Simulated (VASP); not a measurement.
Runs of VASP 6.6.1 on PbSe (Clausthalite). The structure is that of space group Fm-3m (No. 225), or close to it. The cells are those of the table. 

```csv
task,cell,pressure (GPa)
single point,"a = 4.338 Å, angles 60.0°, 2 atoms",(a)
single point,"a = 4.310 Å, angles 60.0°, 2 atoms",0.0
single point,"a = 4.281 Å, angles 60.0°, 2 atoms",1.1
relaxation of volume and atoms at fixed shape,"relaxed from a = 4.328 Å, angles 60.0°, 2 atoms",0.0
```

Alike in all rows: level PBEsol; potentials or basis VASP PAW PBE potentials, release 64 (Pb_d, Se); no spin polarisation; k mesh 5 × 5 × 5; cutoff (eV) 500; smearing gaussian 0.01 eV.

Question: Fill in the values left out.

Answer: (a) -1.0.

Caveats: the PAW data sets were made with another functional, which shifts forces and pressure a little.
